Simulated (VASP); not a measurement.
# HgTe (Coloradoite) (F-43m) in VASP: a series of runs

Runs on HgTe (Coloradoite). Level: r2SCAN+D4. Tasks: single point.

All numbers are computed with VASP 6.6.1; they aren't measurements. Logs are shortened: lines on timing, memory, paths and dates and some standing lists are left out, and cuts for length are marked.

## Step 1: The cell of the first run

Symmetry: F-43m, No. 216, cubic system. Conventional cell: a = 6.472 Å, b = 6.472 Å, c = 6.472 Å, α = 90.00°, β = 90.00°, γ = 90.00°. Hg (site symmetry -43m) has 4 Te at 2.80 Å within 3.7 Å. Te (site symmetry -43m) has 4 Hg at 2.80 Å within 3.7 Å.

## Step 2: Single point, r2SCAN+D4

POSCAR reads:

```
HgTe
1.0
    0.0000000000      3.2357886999      3.2357886999
    3.2357886999      0.0000000000      3.2357886999
    3.2357886999      3.2357886999      0.0000000000
Hg Te
1 1
Direct
    0.0000000000      0.0000000000      0.0000000000
    0.7500000000      0.7500000000      0.7500000000
```

INCAR.step1 reads:

```
SYSTEM = HgTe
  PREC = Accurate
  ENCUT = 520
  ISMEAR = -1
  SIGMA = 0.05
  LREAL = .FALSE.
  LASPH = .TRUE.
  NELM = 80
  NBANDS = 16
  GGA = PE
  ALGO = Normal
  EDIFF = 1E-4
  LWAVE = .TRUE.
  LCHARG = .FALSE.
```

INCAR.step2 reads:

```
SYSTEM = HgTe
  PREC = Accurate
  ENCUT = 520
  EDIFF = 1E-6
  ISMEAR = -1
  SIGMA = 0.05
  LREAL = .FALSE.
  LASPH = .TRUE.
  NELM = 80
  ALGO = Normal
  ISIF = 2
  LWAVE = .FALSE.
  LCHARG = .TRUE.
  METAGGA = R2SCAN
  LMIXTAU = .TRUE.
  IVDW = 13
  VDW_S6 = 1.0
  VDW_S8 = 0.6018749
  VDW_A1 = 0.51559235
  VDW_A2 = 5.77342911
  LELF = .TRUE.
  LVHAR = .TRUE.
  NBANDS = 16
  ISTART = 1
```

KPOINTS reads:

```
Automatic mesh
0
G
  7 7 7
  0 0 0
```

Potentials or basis: VASP PAW PBE potentials, release 64 (Hg, Te).

Run with:

```console
> cat potpaw_PBE.64/Hg/POTCAR potpaw_PBE.64/Te/POTCAR > POTCAR
> cp INCAR.step1 INCAR
> mpirun -np 1 vasp_std > vasp.out
> cp INCAR.step2 INCAR
> mpirun -np 1 vasp_std > vasp.out
```

OUTCAR:

```text
SYSTEM = HgTe
   PREC = Accurate
   ENCUT = 520
   EDIFF = 1E-6
   ISMEAR = -1
   LREAL = .FALSE.
   LASPH = .TRUE.
   NELM = 80
   ISIF = 2
   METAGGA = R2SCAN
   IVDW = 13
   ISTART = 1

 ion  position               nearest neighbor table
   1  0.000  0.000  0.000-   2 2.80   2 2.80   2 2.80   2 2.80
   2  0.750  0.750  0.750-   1 2.80   1 2.80   1 2.80   1 2.80

  LATTYP: Found a face centered cubic cell.
 ALAT       =     6.4715773998

  Lattice vectors:

 A1 = (   0.0000000000,   3.2357886999,   3.2357886999)
 A2 = (   3.2357886999,   0.0000000000,   3.2357886999)
 A3 = (   3.2357886999,   3.2357886999,   0.0000000000)

Analysis of symmetry for initial positions (statically):
=====================================================================
 Subroutine PRICEL returns:
 Original cell was already a primitive cell.

 Routine SETGRP: Setting up the symmetry group for a
 face centered cubic supercell.

 Subroutine GETGRP returns: Found 24 space group operations
 (whereof 24 operations were pure point group operations)
 out of a pool of 48 trial point group operations.

The static configuration has the point symmetry T_d .

Analysis of symmetry for dynamics (positions and initial velocities):
=====================================================================
 Subroutine PRICEL returns:
 Original cell was already a primitive cell.

 Routine SETGRP: Setting up the symmetry group for a
 face centered cubic supercell.

 Subroutine GETGRP returns: Found 24 space group operations
 (whereof 24 operations were pure point group operations)
 out of a pool of 48 trial point group operations.

The dynamic configuration has the point symmetry T_d .

 Subroutine INISYM returns: Found 24 space group operations
 (whereof 24 operations are pure point group operations),
 and found     1 'primitive' translations

----------------------------------------------------------------------------------------

                                     Primitive cell

  volume of cell :      67.7595

  direct lattice vectors                    reciprocal lattice vectors
     0.000000000  3.235788700  3.235788700    -0.154521833  0.154521833  0.154521833
     3.235788700  0.000000000  3.235788700     0.154521833 -0.154521833  0.154521833
     3.235788700  3.235788700  0.000000000     0.154521833  0.154521833 -0.154521833

  length of vectors
     4.576096264  4.576096264  4.576096264     0.267639665  0.267639665  0.267639665

  position of ions in fractional coordinates (direct lattice)
     0.000000000  0.000000000  0.000000000
     0.750000000  0.750000000  0.750000000

  ion indices of the primitive-cell ions
   primitive index   ion index
                 1           1
                 2           2

----------------------------------------------------------------------------------------

 KPOINTS: Automatic mesh

Automatic generation of k-mesh.
 Grid dimensions read from file:
 generate k-points for:    7    7    7

 Generating k-lattice:

  Cartesian coordinates                     Fractional coordinates (reciprocal lattice)
    -0.022074548  0.022074548  0.022074548     0.142857143  0.000000000  0.000000000
     0.022074548 -0.022074548  0.022074548     0.000000000  0.142857143  0.000000000
     0.022074548  0.022074548 -0.022074548     0.000000000  0.000000000  0.142857143

  Length of vectors
     0.038234238  0.038234238  0.038234238

  Shift w.r.t. Gamma in fractional coordinates (k-lattice)
     0.000000000  0.000000000  0.000000000

 Subroutine IBZKPT returns following result:
 ===========================================

 Found     20 irreducible k-points:

 Following reciprocal coordinates:
            Coordinates               Weight
  0.000000  0.000000  0.000000      1.000000
  0.142857  0.000000  0.000000      8.000000
  0.285714  0.000000  0.000000      8.000000
  0.428571  0.000000  0.000000      8.000000
  0.142857  0.142857  0.000000      6.000000
  0.285714  0.142857  0.000000     24.000000
[... 12 lines left out ...]
 -0.428571  0.428571  0.142857     24.000000
 -0.285714  0.428571  0.142857     24.000000
   k-points           NKPTS =     20   k-points in BZ     NKDIM =     20   number of bands    NBANDS=     16
   number of dos      NEDOS =    301   number of ions     NIONS =      2
   total plane-waves  NPLWV =  46656
   dimension x,y,z NGX =    36 NGY =   36 NGZ =   36
   dimension x,y,z NGXF=    72 NGYF=   72 NGZF=   72
   ions per type =               1   1
   NGX,Y,Z   is equivalent  to a cutoff of  13.08, 13.08, 13.08 a.u.
   NGXF,Y,Z  is equivalent  to a cutoff of  26.16, 26.16, 26.16 a.u.
 SYSTEM =  HgTe
   PREC   = accura    normal or accurate (medium, high low for compatibility)
   ISTART =      1    job   : 0-new  1-cont  2-samecut
   ICHARG =      0    charge: 1-file 2-atom 10-const
   ISPIN  =      1    spin polarized calculation?
   LNONCOLLINEAR =      F non collinear calculations
   LSORBIT =      F    spin-orbit coupling
   LASPH  =      T    aspherical Exc in radial PAW
   ENCUT  =  520.0 eV  38.22 Ry    6.18 a.u.   8.51  8.51  8.51*2*pi/ulx,y,z
   NELM   =     80;   NELMIN=  2; NELMDL=  0     # of ELM steps
   EDIFF  = 0.1E-05   stopping-criterion for ELM
   LREAL  =      F    real-space projection
   EDIFFG = 0.1E-04   stopping-criterion for IOM
   NSW    =      0    number of steps for IOM
   IBRION =     -1    ionic relax: 0-MD 1-quasi-New 2-CG
   NFREE  =      0    steps in history (QN), initial steepest desc. (CG)
   ISIF   =      2    stress and relaxation
   ISYM   =      2    0-nonsym 1-usesym 2-fastsym
   POTIM  = 0.5000    time-step for ionic-motion
   TEBEG  =    0.0;   TEEND  =   0.0 temperature during run
   PSTRESS=    0.0 pullay stress
   NELECT =      18.0000    total number of electrons
   NUPDOWN=      -1.0000    fix difference up-down
   EMIN   =  10.00;   EMAX   =-10.00  energy-range for DOS
   EFERMI =   0.00;   METHOD = LEGACY
   ISMEAR =    -1;   SIGMA  =   0.05  broadening in eV -4-tet -1-fermi 0-gaus
   EFERMI_NEDOS =   21; number of points for ismear=-14 and -15
   IALGO  =     38    algorithm
   IMIX   =      4    mixing-type and parameters
     AMIX     =   0.40;   BMIX     =  1.00
     AMIX_MAG =   1.60;   BMIX_MAG =  1.00
  volume/ion in A,a.u.               =      33.88       228.63
  Fermi-wavevector in a.u.,A,eV,Ry     =   1.052387  1.988723 15.068705  1.107519
  Thomas-Fermi vector in A             =   2.187468
   LORBIT       =      0    0 simple, 1 ext, 2 COOP (PROOUT), +10 PAW based schemes
   METAGGA = R2SCAN    functional components
   LHFCALC =     F    Hartree Fock is set to
   AEXX    =    0.0000 exact exchange contribution
   IVDW    =    13    specifies the selected vdW correction
   LEPSILON=     F    determine dielectric tensor
   LRPA    =     F    only Hartree local field effects (RPA)
 non-spin polarized calculation
  energy-cutoff  :      520.00
  volume of cell :       67.76
 maximum number of plane-waves:      1841
 NGX is ok and might be reduce to    36
   NGX = 17   NGY = 17   NGZ = 17

 number of electron      18.0000002 magnetization

 Free energy of the ion-electron system (eV)
  ---------------------------------------------------
  ext. energy  EPLUGINS =         0.00000000
  ---------------------------------------------------
  free energy    TOTEN  =       -75.13777091 eV

  energy without entropy =      -75.13707722  energy(sigma->0) =      -75.13742406

 E-fermi :   2.8742     XC(G=0):  -9.3000

 val. band max:        2.8332954563   @ k =   0.0000   0.0000   0.0000
 cond. band min:       3.7814170424   @ k =   0.1429   0.0000   0.0000
 fundamental gap:      0.9481215861
 Fermi energy:         2.8741771078

 k-point     1 :       0.0000    0.0000    0.0000
  band No.  band energies     occupation
      1      -9.5496      2.00000
      2      -4.7904      2.00000
      3      -4.7904      2.00000
      4      -4.7904      2.00000
      5      -4.2210      2.00000
      6      -4.2210      2.00000
[... 8 lines left out ...]
     15      12.8686      0.00000
     16      12.8686      0.00000

 k-point     2 :       0.1429    0.0000    0.0000
  band No.  band energies     occupation
      1      -9.4457      2.00000
      2      -4.7615      2.00000
      3      -4.7615      2.00000
      4      -4.7462      2.00000
      5      -4.2234      2.00000
      6      -4.2234      2.00000
[... 8 lines left out ...]
     15      11.9367      0.00000
     16      11.9367      0.00000

 k-point     3 :       0.2857    0.0000    0.0000
  band No.  band energies     occupation
      1      -9.1981      2.00000
      2      -4.7022      2.00000
      3      -4.7022      2.00000
      4      -4.5425      2.00000
      5      -4.2193      2.00000
      6      -4.2193      2.00000
[... 8 lines left out ...]
     15      11.9030      0.00000
     16      11.9030      0.00000

 k-point     4 :       0.4286    0.0000    0.0000
  band No.  band energies     occupation
      1      -8.9848      2.00000
      2      -4.6633      2.00000
      3      -4.6633      2.00000
      4      -4.2033      2.00000
      5      -4.2033      2.00000
      6      -4.0710      2.00000
[... 8 lines left out ...]
     15      13.0079      0.00000
     16      13.0079      0.00000
[... 248 lines left out ...]
 k-point    18 :      -0.4286    0.2857    0.1429
  band No.  band energies     occupation
      1      -8.8514      2.00000
      2      -4.6014      2.00000
      3      -4.5723      2.00000
      4      -4.2956      2.00000
      5      -4.2087      2.00000
      6      -3.8993      2.00000
[... 8 lines left out ...]
     15      13.2522      0.00000
     16      13.9047      0.00000

 k-point    19 :      -0.4286    0.4286    0.1429
  band No.  band energies     occupation
      1      -8.7789      2.00000
      2      -4.5666      2.00000
      3      -4.5015      2.00000
      4      -4.3792      2.00000
      5      -4.1870      2.00000
      6      -3.7904      2.00000
[... 8 lines left out ...]
     15      14.0895      0.00000
     16      14.5505      0.00000

 k-point    20 :      -0.2857    0.4286    0.1429
  band No.  band energies     occupation
      1      -8.7606      2.00000
      2      -4.5634      2.00000
      3      -4.5124      2.00000
      4      -4.2922      2.00000
      5      -4.2329      2.00000
      6      -3.6364      2.00000
[... 8 lines left out ...]
     15      13.4421      0.00000
     16      15.2242      0.00000

------------------------ aborting loop because EDIFF is reached ----------------------------------------

  DFT-D4 for vdW energy calculation

  Edisp (eV):   -0.26961

  FORCE on cell =-STRESS in cart. coord.  units (eV):
  Direction    XX          YY          ZZ          XY          YZ          ZX
  --------------------------------------------------------------------------------------
  -------------------------------------------------------------------------------------
  Total       0.68549     0.68549     0.68549     0.00000     0.00000    -0.00000
  in kB      16.20849    16.20849    16.20849     0.00000     0.00000    -0.00000
  external pressure =       16.21 kB  Pullay stress =        0.00 kB

 VOLUME and BASIS-vectors are now :
 -----------------------------------------------------------------------------
  energy-cutoff  :      520.00
  volume of cell :       67.76
      direct lattice vectors                 reciprocal lattice vectors
     0.000000000  3.235788700  3.235788700    -0.154521833  0.154521833  0.154521833
     3.235788700  0.000000000  3.235788700     0.154521833 -0.154521833  0.154521833
     3.235788700  3.235788700  0.000000000     0.154521833  0.154521833 -0.154521833

 POSITION                                       TOTAL-FORCE (eV/Angst)
 -----------------------------------------------------------------------------------
      0.00000      0.00000      0.00000         0.000000     -0.000000     -0.000000
      4.85368      4.85368      4.85368         0.000000      0.000000      0.000000
 -----------------------------------------------------------------------------------
    total drift:                               -0.000000     -0.000000     -0.000000

  FREE ENERGIE OF THE ION-ELECTRON SYSTEM (eV)
  ---------------------------------------------------
  free  energy   TOTEN  =       -75.4073829483 eV

  energy  without entropy=      -75.4066892641  energy(sigma->0) =      -75.40703611
```

Wall time 98 s (1 thread of AMD EPYC 7R43 (Zen 3), shared host); peak memory 0.18 GiB.

What came out:

```yaml
Free_energy: -75.4074 eV
Pressure: 1.6 GPa
Band_gap_on_the_k_mesh: zero (filled and empty bands touch)
Dispersion_energy_per_atom: -0.135 eV
```

Caveat: the PAW data sets were made with another functional, which shifts forces and pressure a little; spin-orbit coupling is left out, which moves the levels of the heavy elements; pairwise dispersion overbinds metals, which lowers pressure and volume.

(Continued in part 2 of 2.)
